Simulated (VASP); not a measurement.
# Sn (Pm-3m) in VASP: a series of runs

Sn is run at these levels: LDA; tasks: single point, relaxation of cell and atoms.

Everything below comes from runs of VASP 6.6.1. Logs are shortened: lines on timing, memory, paths and dates and some standing lists are left out, and cuts for length are marked.

## Step 1: The cell of the first run

The structure is cubic, space group Pm-3m (No. 221). Conventional cell: a = 2.660 Å, b = 2.660 Å, c = 2.660 Å, α = 90.00°, β = 90.00°, γ = 90.00°. Sn (site symmetry m-3m) has 6 Sn at 2.66 Å within 3.5 Å.

This isn't the form of Sn at room conditions, which is tetragonal (white tin).

## Step 2: Single point, LDA

INCAR reads:

```
SYSTEM = Sn
PREC     = Accurate       ! precision mode
ENCUT    = 520            ! plane-wave cutoff, eV
EDIFF    = 1E-6           ! SCF threshold, eV
ISMEAR   = -1             ! smearing method
SIGMA    = 0.08           ! smearing width, eV
LREAL    = .FALSE.        ! projectors in reciprocal space
LASPH    = .TRUE.         ! aspherical terms in the spheres
NELM     = 80             ! most SCF steps
ALGO     = Normal         ! electronic algorithm
ISIF     = 2              ! what is computed and relaxed
LWAVE    = .FALSE.        ! write WAVECAR
LCHARG   = .TRUE.         ! write CHGCAR
GGA      = CA             ! functional
LELF     = .TRUE.         ! ELF
LVHAR    = .TRUE.       
NBANDS   = 13             ! bands
```

KPOINTS reads:

```
Automatic mesh
0
G
  14 14 14
  0 0 0
```

POSCAR reads:

```
Sn
1.0
    2.6601151044      0.0000000000      0.0000000000
    0.0000000000      2.6601151044      0.0000000000
    0.0000000000      0.0000000000      2.6601151044
Sn
1
Direct
    0.0000000000      0.0000000000      0.0000000000
```

Potentials or basis: VASP PAW LDA potentials, release 64 (Sn_d).

Started as:

```sh
$ cat potpaw_LDA.64/Sn_d/POTCAR > POTCAR
$ mpirun -np 1 vasp_std > vasp.out
```

OUTCAR:

```text
SYSTEM = Sn
   PREC = Accurate
   ENCUT = 520
   EDIFF = 1E-6
   ISMEAR = -1
   LREAL = .FALSE.
   LASPH = .TRUE.
   NELM = 80
   ISIF = 2
   GGA = CA

 ion  position               nearest neighbor table
   1  0.000  0.000  0.000-

  LATTYP: Found a simple cubic cell.
 ALAT       =     2.6601151044

  Lattice vectors:

 A1 = (   2.6601151044,   0.0000000000,   0.0000000000)
 A2 = (   0.0000000000,   2.6601151044,   0.0000000000)
 A3 = (   0.0000000000,   0.0000000000,   2.6601151044)

Analysis of symmetry for initial positions (statically):
=====================================================================
 Subroutine PRICEL returns:
 Original cell was already a primitive cell.

 Routine SETGRP: Setting up the symmetry group for a
 simple cubic supercell.

 Subroutine GETGRP returns: Found 48 space group operations
 (whereof 48 operations were pure point group operations)
 out of a pool of 48 trial point group operations.

The static configuration has the point symmetry O_h .

Analysis of symmetry for dynamics (positions and initial velocities):
=====================================================================
 Subroutine PRICEL returns:
 Original cell was already a primitive cell.

 Routine SETGRP: Setting up the symmetry group for a
 simple cubic supercell.

 Subroutine GETGRP returns: Found 48 space group operations
 (whereof 48 operations were pure point group operations)
 out of a pool of 48 trial point group operations.

The dynamic configuration has the point symmetry O_h .

 Subroutine INISYM returns: Found 48 space group operations
 (whereof 48 operations are pure point group operations),
 and found     1 'primitive' translations

----------------------------------------------------------------------------------------

                                     Primitive cell

  volume of cell :      18.8235

  direct lattice vectors                    reciprocal lattice vectors
     2.660115104  0.000000000  0.000000000     0.375923583  0.000000000  0.000000000
     0.000000000  2.660115104  0.000000000     0.000000000  0.375923583  0.000000000
     0.000000000  0.000000000  2.660115104     0.000000000  0.000000000  0.375923583

  length of vectors
     2.660115104  2.660115104  2.660115104     0.375923583  0.375923583  0.375923583

  position of ions in fractional coordinates (direct lattice)
     0.000000000  0.000000000  0.000000000

  ion indices of the primitive-cell ions
   primitive index   ion index
                 1           1

----------------------------------------------------------------------------------------

 KPOINTS: Automatic mesh

Automatic generation of k-mesh.
 Grid dimensions read from file:
 generate k-points for:   14   14   14

 Generating k-lattice:

  Cartesian coordinates                     Fractional coordinates (reciprocal lattice)
     0.026851684  0.000000000  0.000000000     0.071428571  0.000000000  0.000000000
     0.000000000  0.026851684  0.000000000     0.000000000  0.071428571  0.000000000
     0.000000000  0.000000000  0.026851684     0.000000000  0.000000000  0.071428571

  Length of vectors
     0.026851684  0.026851684  0.026851684

  Shift w.r.t. Gamma in fractional coordinates (k-lattice)
     0.000000000  0.000000000  0.000000000

 Subroutine IBZKPT returns following result:
 ===========================================

 Found    120 irreducible k-points:

 Following reciprocal coordinates:
            Coordinates               Weight
  0.000000  0.000000  0.000000      1.000000
  0.071429  0.000000  0.000000      6.000000
  0.142857  0.000000  0.000000      6.000000
  0.214286  0.000000  0.000000      6.000000
  0.285714  0.000000  0.000000      6.000000
  0.357143  0.000000  0.000000      6.000000
[... 16 lines left out ...]
  0.285714  0.214286  0.000000     24.000000
  0.357143  0.214286  0.000000     24.000000
 [... further k-points ...]
   k-points           NKPTS =    120   k-points in BZ     NKDIM =    120   number of bands    NBANDS=     13
   number of dos      NEDOS =    301   number of ions     NIONS =      1
   total plane-waves  NPLWV =   8000
   dimension x,y,z NGX =    20 NGY =   20 NGZ =   20
   dimension x,y,z NGXF=    40 NGYF=   40 NGZF=   40
   ions per type =               1
   NGX,Y,Z   is equivalent  to a cutoff of  12.50, 12.50, 12.50 a.u.
   NGXF,Y,Z  is equivalent  to a cutoff of  25.00, 25.00, 25.00 a.u.
 SYSTEM =  Sn
   PREC   = accura    normal or accurate (medium, high low for compatibility)
   ISTART =      0    job   : 0-new  1-cont  2-samecut
   ICHARG =      2    charge: 1-file 2-atom 10-const
   ISPIN  =      1    spin polarized calculation?
   LNONCOLLINEAR =      F non collinear calculations
   LSORBIT =      F    spin-orbit coupling
   LASPH  =      T    aspherical Exc in radial PAW
   ENCUT  =  520.0 eV  38.22 Ry    6.18 a.u.   4.95  4.95  4.95*2*pi/ulx,y,z
   NELM   =     80;   NELMIN=  2; NELMDL= -5     # of ELM steps
   EDIFF  = 0.1E-05   stopping-criterion for ELM
   LREAL  =      F    real-space projection
[... 7 lines left out ...]
   TEBEG  =    0.0;   TEEND  =   0.0 temperature during run
   PSTRESS=    0.0 pullay stress
   NELECT =      14.0000    total number of electrons
   NUPDOWN=      -1.0000    fix difference up-down
   EMIN   =  10.00;   EMAX   =-10.00  energy-range for DOS
   EFERMI =   0.00;   METHOD = LEGACY
   ISMEAR =    -1;   SIGMA  =   0.08  broadening in eV -4-tet -1-fermi 0-gaus
   EFERMI_NEDOS =   21; number of points for ismear=-14 and -15
   IALGO  =     38    algorithm
   IMIX   =      4    mixing-type and parameters
     AMIX     =   0.40;   BMIX     =  1.00
     AMIX_MAG =   1.60;   BMIX_MAG =  1.00
  volume/ion in A,a.u.               =      18.82       127.03
  Fermi-wavevector in a.u.,A,eV,Ry     =   1.483259  2.802954 29.933608  2.200058
  Thomas-Fermi vector in A             =   2.596943
   LORBIT       =      0    0 simple, 1 ext, 2 COOP (PROOUT), +10 PAW based schemes
   GGA     = CA    functional components
   LHFCALC =     F    Hartree Fock is set to
   AEXX    =    0.0000 exact exchange contribution
   IVDW    =     0    specifies the selected vdW correction
   LEPSILON=     F    determine dielectric tensor
   LRPA    =     F    only Hartree local field effects (RPA)
 non-spin polarized calculation
  energy-cutoff  :      520.00
  volume of cell :       18.82
 maximum number of plane-waves:       520
 NGX is ok and might be reduce to    20
   NGX =  9   NGY =  9   NGZ =  9

 number of electron      14.0000015 magnetization

 Free energy of the ion-electron system (eV)
  ---------------------------------------------------
  ext. energy  EPLUGINS =         0.00000000
  ---------------------------------------------------
  free energy    TOTEN  =        -3.50572356 eV

  energy without entropy =       -3.49786072  energy(sigma->0) =       -3.50179214

 E-fermi :  13.2577     XC(G=0): -12.3448

 val. band max:       13.2388668199   @ k =   0.4286   0.4286   0.4286
 cond. band min:      13.2677526213   @ k =   0.2857   0.2857   0.2143
 fundamental gap:      0.0288858015
 Fermi energy:        13.2576569693

 k-point     1 :       0.0000    0.0000    0.0000
  band No.  band energies     occupation
      1      -9.6214      2.00000
      2      -9.6214      2.00000
      3      -8.3423      2.00000
      4      -8.3423      2.00000
      5      -8.3423      2.00000
      6      -1.3904      2.00000
      7      20.0111      0.00000
      8      20.0111      0.00000
      9      20.0111      0.00000
     10      24.0239      0.00000
     11      24.0239      0.00000
     12      26.7432      0.00000
     13      35.7257      0.00000

 k-point     2 :       0.0714    0.0000    0.0000
  band No.  band energies     occupation
      1      -9.6173      2.00000
      2      -9.5775      2.00000
      3      -8.3603      2.00000
      4      -8.3603      2.00000
      5      -8.3408      2.00000
      6      -1.2730      2.00000
      7      18.5856      0.00000
      8      20.1541      0.00000
      9      20.1541      0.00000
     10      24.0659      0.00000
     11      24.9135      0.00000
     12      27.4455      0.00000
     13      35.1054      0.00000

 k-point     3 :       0.1429    0.0000    0.0000
  band No.  band energies     occupation
      1      -9.6060      2.00000
      2      -9.4549      2.00000
      3      -8.4102      2.00000
      4      -8.4102      2.00000
      5      -8.3366      2.00000
      6      -0.9177      2.00000
      7      16.1288      0.00000
      8      20.5743      0.00000
      9      20.5743      0.00000
     10      24.1919      0.00000
     11      25.5469      0.00000
     12      29.7580      0.00000
     13      33.7611      0.00000
[... 305 lines left out ...]
 k-point    23 :       0.2857    0.2143    0.0000
  band No.  band energies     occupation
      1      -9.3719      2.00000
      2      -8.8698      2.00000
      3      -8.7528      2.00000
      4      -8.5446      2.00000
      5      -8.4586      2.00000
      6       1.5864      2.00000
      7      12.0890      2.00000
      8      15.6391      0.00000
      9      23.4161      0.00000
     10      24.8867      0.00000
     11      25.8671      0.00000
     12      31.5336      0.00000
     13      33.6253      0.00000

 k-point    24 :       0.3571    0.2143    0.0000
  band No.  band energies     occupation
      1      -9.3441      2.00000
      2      -8.8386      2.00000
      3      -8.6920      2.00000
      4      -8.6128      2.00000
      5      -8.4514      2.00000
      6       2.6689      2.00000
      7       9.8963      2.00000
      8      16.5533      0.00000
      9      23.0264      0.00000
     10      24.4566      0.00000
     11      26.2549      0.00000
     12      30.6677      0.00000
     13      32.2045      0.00000

 [... further k-points ...]

------------------------ aborting loop because EDIFF is reached ----------------------------------------

  FORCE on cell =-STRESS in cart. coord.  units (eV):
  Direction    XX          YY          ZZ          XY          YZ          ZX
  --------------------------------------------------------------------------------------
  -------------------------------------------------------------------------------------
  Total        6.1627701      6.1627701      6.1627701      0.0000000      0.0000000      0.0000000
  in kB      524.5480347    524.5480347    524.5480347      0.0000000      0.0000000      0.0000000
  external PRESSURE =     524.5480347 kB  Pullay stress =       0.0000000 kB

 VOLUME and BASIS-vectors are now :
 -----------------------------------------------------------------------------
  energy-cutoff  :      520.00
  volume of cell :       18.82
      direct lattice vectors                 reciprocal lattice vectors
     2.660115104  0.000000000  0.000000000     0.375923583  0.000000000  0.000000000
     0.000000000  2.660115104  0.000000000     0.000000000  0.375923583  0.000000000
     0.000000000  0.000000000  2.660115104     0.000000000  0.000000000  0.375923583

 POSITION                                       TOTAL-FORCE (eV/Angst)
 -----------------------------------------------------------------------------------
      0.00000      0.00000      0.00000         0.000000      0.000000      0.000000
 -----------------------------------------------------------------------------------
    total drift:                                0.000000      0.000000      0.000000

  FREE ENERGIE OF THE ION-ELECTRON SYSTEM (eV)
  ---------------------------------------------------
  free  energy   TOTEN  =        -3.5057235642 eV

  energy  without entropy=       -3.4978607214  energy(sigma->0) =       -3.50179214
```

It took 12 s on 1 thread of Intel Xeon 8259CL, shared host; peak memory 0.14 GiB.

Results:

```yaml
Free_energy: -3.5057 eV
Pressure: 52.5 GPa
Band_gap_on_the_k_mesh: zero (bands 7 and 8 overlap by 10.38 eV)
```

Caveat: the cell stands under pressure; spin-orbit coupling is left out, which moves the levels of the heavy elements.

## Step 3: Single point, LDA

INCAR reads:

```
PREC = Accurate
ENCUT = 520
EDIFF = 1E-6
ISMEAR = -1
SIGMA = 0.08
LREAL = False
LASPH = True
NELM = 60
ALGO = Normal
ISIF = 2
LWAVE = False
LCHARG = True
GGA = CA
LELF = True
LVHAR = True
NBANDS = 13
```

KPOINTS reads:

```
Automatic mesh
0
Gamma
  14 14 14
```

POSCAR is that of step 2.

Potentials or basis: VASP PAW LDA potentials, release 64 (Sn_d).

Started as:

```sh
$ cat potpaw_LDA.64/Sn_d/POTCAR > POTCAR
$ mpirun -np 1 vasp_std > vasp.out
```

OUTCAR:

```text
PREC = Accurate
   ENCUT = 520
   EDIFF = 1E-6
   ISMEAR = -1
   LREAL = False
   LASPH = True
   NELM = 60
   ISIF = 2
   GGA = CA

 ion  position               nearest neighbor table
   1  0.000  0.000  0.000-

  LATTYP: Found a simple cubic cell.
 ALAT       =     2.6601151044

  Lattice vectors:

 A1 = (   2.6601151044,   0.0000000000,   0.0000000000)
 A2 = (   0.0000000000,   2.6601151044,   0.0000000000)
 A3 = (   0.0000000000,   0.0000000000,   2.6601151044)

Analysis of symmetry for initial positions (statically):
=====================================================================
 Subroutine PRICEL returns:
 Original cell was already a primitive cell.

 Routine SETGRP: Setting up the symmetry group for a
 simple cubic supercell.

 Subroutine GETGRP returns: Found 48 space group operations
 (whereof 48 operations were pure point group operations)
 out of a pool of 48 trial point group operations.

The static configuration has the point symmetry O_h .

[... 166 lines left out ...]
  band No.  band energies     occupation
      1      -9.6214      2.00000
      2      -9.6214      2.00000
      3      -8.3423      2.00000
      4      -8.3423      2.00000
      5      -8.3423      2.00000
      6      -1.3904      2.00000
      7      20.0111      0.00000
      8      20.0111      0.00000
      9      20.0111      0.00000
     10      24.0239      0.00000
     11      24.0239      0.00000
     12      26.7432      0.00000
     13      35.7257      0.00000
[... 354 lines left out ...]
  band No.  band energies     occupation
      1      -9.3441      2.00000
      2      -8.8386      2.00000
      3      -8.6920      2.00000
      4      -8.6128      2.00000
      5      -8.4514      2.00000
      6       2.6689      2.00000
      7       9.8963      2.00000
      8      16.5533      0.00000
      9      23.0264      0.00000
     10      24.4566      0.00000
     11      26.2549      0.00000
     12      30.6677      0.00000
     13      32.2045      0.00000

 [... further k-points ...]

------------------------ aborting loop because EDIFF is reached ----------------------------------------

  FORCE on cell =-STRESS in cart. coord.  units (eV):
  Direction    XX          YY          ZZ          XY          YZ          ZX
  --------------------------------------------------------------------------------------
  -------------------------------------------------------------------------------------
  Total        6.1627701      6.1627701      6.1627701      0.0000000      0.0000000      0.0000000
  in kB      524.5480347    524.5480347    524.5480347      0.0000000      0.0000000      0.0000000
  external PRESSURE =     524.5480347 kB  Pullay stress =       0.0000000 kB

 VOLUME and BASIS-vectors are now :
 -----------------------------------------------------------------------------
  energy-cutoff  :      520.00
  volume of cell :       18.82
      direct lattice vectors                 reciprocal lattice vectors
     2.660115104  0.000000000  0.000000000     0.375923583  0.000000000  0.000000000
     0.000000000  2.660115104  0.000000000     0.000000000  0.375923583  0.000000000
     0.000000000  0.000000000  2.660115104     0.000000000  0.000000000  0.375923583

 POSITION                                       TOTAL-FORCE (eV/Angst)
 -----------------------------------------------------------------------------------
      0.00000      0.00000      0.00000         0.000000      0.000000      0.000000
 -----------------------------------------------------------------------------------
    total drift:                                0.000000      0.000000      0.000000

  FREE ENERGIE OF THE ION-ELECTRON SYSTEM (eV)
  ---------------------------------------------------
  free  energy   TOTEN  =        -3.5057235642 eV

  energy  without entropy=       -3.4978607214  energy(sigma->0) =       -3.50179214
```

Wall time 12 s (1 thread of Intel Xeon 8259CL, shared host); peak memory 0.14 GiB.

Results:

- Free energy: -3.5057 eV
- Pressure: 52.5 GPa
- Band gap on the k mesh: zero (bands 7 and 8 overlap by 10.38 eV)

Caveat: the cell stands under pressure; spin-orbit coupling is left out, which moves the levels of the heavy elements.

(Continued in part 2 of 2.)
